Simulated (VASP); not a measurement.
# BaS in VASP: further runs

BaS is run at these levels: PBE; tasks: electric field gradients.

Everything below comes from runs of VASP 6.6.1. Logs are shortened: lines on timing, memory, paths and dates and some standing lists are left out, and cuts for length are marked.

### 1 The cell of the first run

It takes space group Fm-3m (No. 225, cubic). The conventional cell has a = 6.440 Å, b = 6.440 Å, c = 6.440 Å, α = 90.00°, β = 90.00°, γ = 90.00°. Within 4.2 Å of Ba (site symmetry m-3m) lie 6 S at 3.22 Å. Within 4.2 Å of S (site symmetry m-3m) lie 6 Ba at 3.22 Å.

### 2 Electric field gradients, PBE (33.39 Å³/atom)

Contents of INCAR:

```
PREC = Accurate ; ENCUT = 400
EDIFF = 1E-8 ; ISMEAR = -1
SIGMA = 0.02 ; LREAL = F
LASPH = T ; NELM = 120
ALGO = Normal ; ISIF = 2
LWAVE = F ; LCHARG = F
GGA = PE ; LEFG = T
NBANDS = 15 ; GGA_COMPAT = F
```

Contents of KPOINTS:

```
regular mesh
0
Gamma
  8 8 8
```

Contents of POSCAR:

```
BaS
1.0
    0.0000000000      3.2201458251      3.2201458251
    3.2201458251      0.0000000000      3.2201458251
    3.2201458251      3.2201458251      0.0000000000
Ba S
1 1
Direct
    0.0000000000      0.0000000000      0.0000000000
    0.5000000000      0.5000000000      0.5000000000
```

Potentials or basis: VASP PAW PBE potentials, release 64 (Ba_sv, S).

Command:

```
$ cat potpaw_PBE.64/Ba_sv/POTCAR potpaw_PBE.64/S/POTCAR > POTCAR
$ mpirun -np 1 vasp_std > vasp.out
```

OUTCAR:

```text
PREC = Accurate
   ENCUT = 400
   EDIFF = 1E-8
   ISMEAR = -1
   LREAL = F
   LASPH = T
   NELM = 120
   ISIF = 2
   GGA = PE

 ion  position               nearest neighbor table
   1  0.000  0.000  0.000-   2 3.22   2 3.22   2 3.22   2 3.22   2 3.22   2 3.22
   2  0.500  0.500  0.500-   1 3.22   1 3.22   1 3.22   1 3.22   1 3.22   1 3.22

  LATTYP: Found a face centered cubic cell.
 ALAT       =     6.4402916502

  Lattice vectors:

 A1 = (   0.0000000000,   3.2201458251,   3.2201458251)
 A2 = (   3.2201458251,   0.0000000000,   3.2201458251)
 A3 = (   3.2201458251,   3.2201458251,   0.0000000000)

Analysis of symmetry for initial positions (statically):
=====================================================================
 Subroutine PRICEL returns:
 Original cell was already a primitive cell.

 Routine SETGRP: Setting up the symmetry group for a
 face centered cubic supercell.

 Subroutine GETGRP returns: Found 48 space group operations
 (whereof 48 operations were pure point group operations)
 out of a pool of 48 trial point group operations.

The static configuration has the point symmetry O_h .

Analysis of symmetry for dynamics (positions and initial velocities):
=====================================================================
 Subroutine PRICEL returns:
 Original cell was already a primitive cell.

 Routine SETGRP: Setting up the symmetry group for a
 face centered cubic supercell.

 Subroutine GETGRP returns: Found 48 space group operations
 (whereof 48 operations were pure point group operations)
 out of a pool of 48 trial point group operations.

The dynamic configuration has the point symmetry O_h .

 Subroutine INISYM returns: Found 48 space group operations
 (whereof 48 operations are pure point group operations),
 and found     1 'primitive' translations

----------------------------------------------------------------------------------------

                                     Primitive cell

  volume of cell :      66.7816

  direct lattice vectors                    reciprocal lattice vectors
     0.000000000  3.220145825  3.220145825    -0.155272471  0.155272471  0.155272471
     3.220145825  0.000000000  3.220145825     0.155272471 -0.155272471  0.155272471
     3.220145825  3.220145825  0.000000000     0.155272471  0.155272471 -0.155272471

  length of vectors
     4.553973899  4.553973899  4.553973899     0.268939809  0.268939809  0.268939809

  position of ions in fractional coordinates (direct lattice)
     0.000000000  0.000000000  0.000000000
     0.500000000  0.500000000  0.500000000

  ion indices of the primitive-cell ions
   primitive index   ion index
                 1           1
                 2           2

----------------------------------------------------------------------------------------

 KPOINTS: regular mesh

Automatic generation of k-mesh.
 Grid dimensions read from file:
 generate k-points for:    8    8    8

 Generating k-lattice:

  Cartesian coordinates                     Fractional coordinates (reciprocal lattice)
    -0.019409059  0.019409059  0.019409059     0.125000000  0.000000000  0.000000000
     0.019409059 -0.019409059  0.019409059     0.000000000  0.125000000  0.000000000
     0.019409059  0.019409059 -0.019409059     0.000000000  0.000000000  0.125000000

  Length of vectors
     0.033617476  0.033617476  0.033617476

  Shift w.r.t. Gamma in fractional coordinates (k-lattice)
     0.000000000  0.000000000  0.000000000

 Subroutine IBZKPT returns following result:
 ===========================================

 Found     29 irreducible k-points:

 Following reciprocal coordinates:
            Coordinates               Weight
  0.000000  0.000000  0.000000      1.000000
  0.125000  0.000000  0.000000      8.000000
  0.250000  0.000000  0.000000      8.000000
  0.375000  0.000000  0.000000      8.000000
  0.500000  0.000000  0.000000      4.000000
  0.125000  0.125000  0.000000      6.000000
[... 16 lines left out ...]
  0.500000  0.250000  0.125000     48.000000
 -0.375000  0.250000  0.125000     24.000000
 [... further k-points ...]
   k-points           NKPTS =     29   k-points in BZ     NKDIM =     29   number of bands    NBANDS=     15
   number of dos      NEDOS =    301   number of ions     NIONS =      2
   total plane-waves  NPLWV =  27000
   dimension x,y,z NGX =    30 NGY =   30 NGZ =   30
   dimension x,y,z NGXF=    60 NGYF=   60 NGZF=   60
   ions per type =               1   1
   NGX,Y,Z   is equivalent  to a cutoff of  10.95, 10.95, 10.95 a.u.
   NGXF,Y,Z  is equivalent  to a cutoff of  21.90, 21.90, 21.90 a.u.
 SYSTEM =  unknown system
   PREC   = accura    normal or accurate (medium, high low for compatibility)
   ISTART =      0    job   : 0-new  1-cont  2-samecut
   ICHARG =      2    charge: 1-file 2-atom 10-const
   ISPIN  =      1    spin polarized calculation?
   LNONCOLLINEAR =      F non collinear calculations
   LSORBIT =      F    spin-orbit coupling
   LASPH  =      T    aspherical Exc in radial PAW
   ENCUT  =  400.0 eV  29.40 Ry    5.42 a.u.   7.43  7.43  7.43*2*pi/ulx,y,z
   NELM   =    120;   NELMIN=  2; NELMDL= -5     # of ELM steps
   EDIFF  = 0.1E-07   stopping-criterion for ELM
   LREAL  =      F    real-space projection
   EDIFFG = 0.1E-06   stopping-criterion for IOM
   NSW    =      0    number of steps for IOM
   IBRION =     -1    ionic relax: 0-MD 1-quasi-New 2-CG
   NFREE  =      0    steps in history (QN), initial steepest desc. (CG)
   ISIF   =      2    stress and relaxation
   ISYM   =      2    0-nonsym 1-usesym 2-fastsym
   POTIM  = 0.5000    time-step for ionic-motion
   TEBEG  =    0.0;   TEEND  =   0.0 temperature during run
   PSTRESS=    0.0 pullay stress
   NELECT =      16.0000    total number of electrons
   NUPDOWN=      -1.0000    fix difference up-down
   EMIN   =  10.00;   EMAX   =-10.00  energy-range for DOS
   EFERMI =   0.00;   METHOD = LEGACY
   ISMEAR =    -1;   SIGMA  =   0.02  broadening in eV -4-tet -1-fermi 0-gaus
   EFERMI_NEDOS =   21; number of points for ismear=-14 and -15
   IALGO  =     38    algorithm
   IMIX   =      4    mixing-type and parameters
     AMIX     =   0.40;   BMIX     =  1.00
     AMIX_MAG =   1.60;   BMIX_MAG =  1.00
  volume/ion in A,a.u.               =      33.39       225.33
  Fermi-wavevector in a.u.,A,eV,Ry     =   1.016785  1.921446 14.066417  1.033852
  Thomas-Fermi vector in A             =   2.150149
   LORBIT       =      0    0 simple, 1 ext, 2 COOP (PROOUT), +10 PAW based schemes
   GGA     = PE    functional components
   LHFCALC =     F    Hartree Fock is set to
   AEXX    =    0.0000 exact exchange contribution
   IVDW    =     0    specifies the selected vdW correction
   LEPSILON=     F    determine dielectric tensor
   LRPA    =     F    only Hartree local field effects (RPA)
 non-spin polarized calculation
  energy-cutoff  :      400.00
  volume of cell :       66.78
 maximum number of plane-waves:      1243
 NGX is ok and might be reduce to    30
   NGX = 15   NGY = 15   NGZ = 15

 number of electron      16.0000004 magnetization

 Free energy of the ion-electron system (eV)
  ---------------------------------------------------
  ext. energy  EPLUGINS =         0.00000000
  ---------------------------------------------------
  free energy    TOTEN  =       -10.19295493 eV

  energy without entropy =      -10.19295493  energy(sigma->0) =      -10.19295493

 E-fermi :   1.7469     XC(G=0):  -8.5239

 val. band max:        1.3276748962   @ k =   0.0000   0.0000   0.0000
 cond. band min:       3.4748483039   @ k =   0.5000   0.5000   0.0000
 fundamental gap:      2.1471734077
 Fermi energy:         1.7468655644

 k-point     1 :       0.0000    0.0000    0.0000
  band No.  band energies     occupation
      1     -24.8265      2.00000
      2      -9.8830      2.00000
      3      -9.8830      2.00000
      4      -9.8830      2.00000
      5      -8.9958      2.00000
      6       1.3277      2.00000
      7       1.3277      2.00000
      8       1.3277      2.00000
      9       4.8059      0.00000
     10       5.1917      0.00000
     11       5.1917      0.00000
     12       5.1917      0.00000
     13       6.0919      0.00000
     14       6.0919      0.00000
     15      10.0193      0.00000
[... 397 lines left out ...]
 k-point    24 :      -0.3750    0.2500    0.1250
  band No.  band energies     occupation
      1     -24.7811      2.00000
      2     -10.7184      2.00000
      3     -10.0598      2.00000
      4      -9.9785      2.00000
      5      -8.1416      2.00000
      6      -0.1180      2.00000
      7       0.4914      2.00000
      8       0.5588      2.00000
      9       5.9791      0.00000
     10       6.1501      0.00000
     11       7.8799      0.00000
     12       8.0774      0.00000
     13       9.0318      0.00000
     14       9.9523      0.00000
     15      10.5597      0.00000

 [... further k-points ...]
[... 5 lines left out ...]
  --------------------------------------------------------------------------------------
  -------------------------------------------------------------------------------------
  Total        0.1306253      0.1306253      0.1306253      0.0000000      0.0000000      0.0000000
  in kB        3.1338732      3.1338732      3.1338732      0.0000000      0.0000000      0.0000000
  external PRESSURE =       3.1338732 kB  Pullay stress =       0.0000000 kB

 VOLUME and BASIS-vectors are now :
 -----------------------------------------------------------------------------
  energy-cutoff  :      400.00
  volume of cell :       66.78
      direct lattice vectors                 reciprocal lattice vectors
     0.000000000  3.220145825  3.220145825    -0.155272471  0.155272471  0.155272471
     3.220145825  0.000000000  3.220145825     0.155272471 -0.155272471  0.155272471
     3.220145825  3.220145825  0.000000000     0.155272471  0.155272471 -0.155272471

 POSITION                                       TOTAL-FORCE (eV/Angst)
 -----------------------------------------------------------------------------------
      0.00000      0.00000      0.00000        -0.000000     -0.000000     -0.000000
      3.22015      3.22015      3.22015         0.000000      0.000000      0.000000
 -----------------------------------------------------------------------------------
    total drift:                               -0.000000      0.000000      0.000000

  FREE ENERGIE OF THE ION-ELECTRON SYSTEM (eV)
  ---------------------------------------------------
  free  energy   TOTEN  =       -10.1929549309 eV

  energy  without entropy=      -10.1929549309  energy(sigma->0) =      -10.19295493

 Electric field gradients (V/A^2)
---------------------------------------------------------------------
 ion       V_xx      V_yy      V_zz      V_xy      V_xz      V_yz
---------------------------------------------------------------------
   1      -0.000    -0.000    -0.000     0.000     0.000     0.000
   2      -0.000     0.000     0.000    -0.001    -0.001    -0.001
---------------------------------------------------------------------

 Electric field gradients after diagonalization (V/A^2)
 (convention: |V_zz| > |V_xx| > |V_yy|)
----------------------------------------------------------------------
 ion       V_xx      V_yy      V_zz     asymmetry (V_yy - V_xx)/ V_zz
----------------------------------------------------------------------
   1      -0.000    -0.000     0.000       0.000
   2       0.001     0.001    -0.001       0.000
----------------------------------------------------------------------

           NMR quadrupolar parameters

 Cq : quadrupolar parameter    Cq=e*Q*V_zz/h
 eta: asymmetry parameters     (V_yy - V_xx)/ V_zz
 Q  : nuclear electric quadrupole moment in mb (millibarn)
----------------------------------------------------------------------
 ion       Cq(MHz)       eta       Q (mb)
----------------------------------------------------------------------
   1       0.000       0.000       1.000
   2      -0.000       0.000       1.000
----------------------------------------------------------------------
```

It took 15 s on 1 thread of AMD EPYC 9R45 (Zen 5), shared host; peak memory 0.14 GiB.

What came out:

```
Free energy                             : -10.1930 eV
Pressure                                : 0.3 GPa
Band gap on the k mesh                  : 2.15 eV (least direct gap 2.30 eV)
Largest electric field gradient by atom : under 0.05 V/Å² on every atom
```

Levels at points of the mesh, in eV from the valence-band top:
```tsv
k point	band 5	band 6	band 7	band 8	band 9	band 10	band 11	band 12
(0.00, 0.00, 0.00)	-10.32	0.00	0.00	0.00	3.48	3.86	3.86	3.86
(0.50, 0.00, 0.00)	-9.19	-1.88	-1.04	-1.04	5.46	5.62	6.21	6.21
(0.50, 0.50, 0.00)	-10.23	-0.55	-0.15	-0.15	2.15	5.87	5.88	7.36
```

Caveat: spin-orbit coupling is left out, which moves the levels of the heavy elements.

### 3 Electric field gradients, PBE (equal xx and yy strain of +1 %)

Contents of INCAR:

```
ALGO = Normal ; EDIFF = 1E-8
ENCUT = 520 ; GGA = PE
ISIF = 2 ; ISMEAR = -1
LASPH = True ; LCHARG = False
LEFG = True ; LREAL = False
LWAVE = False ; NBANDS = 15
NELM = 80 ; PREC = Accurate
SIGMA = 0.02
```

Contents of KPOINTS:

```
k-points
0
Gamma
  8 8 8
```

Contents of POSCAR:

```
BaS
1.0
    0.0000000000      3.2256875000      3.1937500000
    3.2256875000      0.0000000000      3.1937500000
    3.2256875000      3.2256875000      0.0000000000
Ba S
1 1
Direct
    0.0000000000      0.0000000000      0.0000000000
    0.5000000000      0.5000000000      0.5000000000
```

Potentials or basis: VASP PAW PBE potentials, release 64 (Ba_sv, S).

Command:

```
$ cat potpaw_PBE.64/Ba_sv/POTCAR potpaw_PBE.64/S/POTCAR > POTCAR
$ mpirun -np 1 vasp_std > vasp.out
```

OUTCAR:

```text
EDIFF = 1E-8
   ENCUT = 520
   GGA = PE
   ISIF = 2
   ISMEAR = -1
   LASPH = True
   LREAL = False
   NELM = 80
   PREC = Accurate

 ion  position               nearest neighbor table
   1  0.000  0.000  0.000-   2 3.19   2 3.19   2 3.23   2 3.23   2 3.23   2 3.23
   2  0.500  0.500  0.500-   1 3.19   1 3.19   1 3.23   1 3.23   1 3.23   1 3.23

  LATTYP: Found a body centered tetragonal cell.
 ALAT       =     4.5618110105
 C/A-ratio  =     1.4002114479

  Lattice vectors:

 A1 = (   0.0000000000,  -3.2256875000,  -3.1937500000)
 A2 = (   0.0000000000,   3.2256875000,  -3.1937500000)
 A3 = (   3.2256875000,   0.0000000000,   3.1937500000)

Analysis of symmetry for initial positions (statically):
=====================================================================
 Subroutine PRICEL returns:
 Original cell was already a primitive cell.

 Routine SETGRP: Setting up the symmetry group for a
 body centered tetragonal supercell.

 Subroutine GETGRP returns: Found 16 space group operations
 (whereof 16 operations were pure point group operations)
 out of a pool of 16 trial point group operations.

The static configuration has the point symmetry D_4h.

Analysis of symmetry for dynamics (positions and initial velocities):
=====================================================================
 Subroutine PRICEL returns:
 Original cell was already a primitive cell.

 Routine SETGRP: Setting up the symmetry group for a
 body centered tetragonal supercell.

 Subroutine GETGRP returns: Found 16 space group operations
 (whereof 16 operations were pure point group operations)
 out of a pool of 16 trial point group operations.

[... 168 lines left out ...]
     12       5.2626      0.00000
     13       6.0934      0.00000
     14       6.1557      0.00000
[... 401 lines left out ...]
      2     -10.6667      2.00000
      3      -9.9059      2.00000
      4      -9.9023      2.00000
      5      -8.1125      2.00000
      6      -0.1260      2.00000
      7       0.5495      2.00000
      8       0.6979      2.00000
      9       5.1851      0.00000
     10       7.0219      0.00000
     11       7.1094      0.00000
     12       7.2539      0.00000
     13       7.9756      0.00000
     14       9.2949      0.00000
     15      11.3283      0.00000

 [... further k-points ...]
[... 5 lines left out ...]
  --------------------------------------------------------------------------------------
  -------------------------------------------------------------------------------------
  Total        0.1091694      0.1091694      0.4418709      0.0000000      0.0000000      0.0000000
  in kB        2.6316982      2.6316982     10.6519833      0.0000000      0.0000000      0.0000000
  external PRESSURE =       5.3051266 kB  Pullay stress =       0.0000000 kB

 VOLUME and BASIS-vectors are now :
 -----------------------------------------------------------------------------
  energy-cutoff  :      520.00
  volume of cell :       66.46
      direct lattice vectors                 reciprocal lattice vectors
     0.000000000  3.225687500  3.193750000    -0.155005716  0.155005716  0.156555773
     3.225687500  0.000000000  3.193750000     0.155005716 -0.155005716  0.156555773
     3.225687500  3.225687500  0.000000000     0.155005716  0.155005716 -0.156555773

 POSITION                                       TOTAL-FORCE (eV/Angst)
 -----------------------------------------------------------------------------------
      0.00000      0.00000      0.00000         0.000000     -0.000000      0.000000
      3.22569      3.22569      3.19375        -0.000000      0.000000      0.000000
 -----------------------------------------------------------------------------------
    total drift:                                0.000000      0.000000      0.000000

  FREE ENERGIE OF THE ION-ELECTRON SYSTEM (eV)
  ---------------------------------------------------
  free  energy   TOTEN  =       -10.1917284911 eV

  energy  without entropy=      -10.1917284911  energy(sigma->0) =      -10.19172849

 Electric field gradients (V/A^2)
---------------------------------------------------------------------
 ion       V_xx      V_yy      V_zz      V_xy      V_xz      V_yz
---------------------------------------------------------------------
   1       6.468     6.468   -12.935     0.000     0.000     0.000
   2       1.763     1.763    -3.526     0.000     0.000     0.000
---------------------------------------------------------------------

 Electric field gradients after diagonalization (V/A^2)
 (convention: |V_zz| > |V_xx| > |V_yy|)
----------------------------------------------------------------------
 ion       V_xx      V_yy      V_zz     asymmetry (V_yy - V_xx)/ V_zz
----------------------------------------------------------------------
   1       6.468     6.468   -12.935       0.000
   2       1.763     1.763    -3.526       0.000
----------------------------------------------------------------------

           NMR quadrupolar parameters

 Cq : quadrupolar parameter    Cq=e*Q*V_zz/h
 eta: asymmetry parameters     (V_yy - V_xx)/ V_zz
 Q  : nuclear electric quadrupole moment in mb (millibarn)
----------------------------------------------------------------------
 ion       Cq(MHz)       eta       Q (mb)
----------------------------------------------------------------------
   1      -0.031       0.000       1.000
   2      -0.009       0.000       1.000
----------------------------------------------------------------------
```

Wall time 1.8 min (1 thread of Intel Xeon 8259CL, shared host); peak memory 0.24 GiB.

What came out:

* Free energy: -10.1917 eV
* Pressure: 0.5 GPa
* Band gap on the k mesh: 2.11 eV (least direct gap 2.26 eV)
* Largest electric field gradient by atom: Ba -12.9; S -3.5 V/Å²

Levels at points of the mesh, in eV from the valence-band top:
| k point | band 6 | band 7 | band 8 | band 9 | band 10 | band 11 |
| --- | --- | --- | --- | --- | --- | --- |
| (0.00, 0.00, 0.00) | -0.03 | -0.03 | 0.00 | 3.48 | 3.82 | 3.82 |
| (0.50, 0.00, 0.00) | -1.91 | -1.07 | -1.07 | 5.45 | 5.61 | 6.20 |
| (0.50, 0.50, 0.00) | -0.53 | -0.18 | -0.18 | 2.11 | 5.88 | 5.89 |
| (0.50, 0.00, 0.50) | -0.58 | -0.18 | -0.14 | 2.12 | 5.81 | 5.93 |

Electric field gradients, principal values (V/Å²):
```
atom  least  middle  greatest (by size)
1 Ba  6.468   6.468             -12.935
 2 S  1.763   1.763              -3.526
```

Caveat: the cell differs from its parent crystal (equal xx and yy strain of +1 %); without QUAD_EFG the Cq values of the log hold for a quadrupole moment of 1 mb, not for the nuclei; spin-orbit coupling is left out, which moves the levels of the heavy elements. A k mesh can miss the band edges.
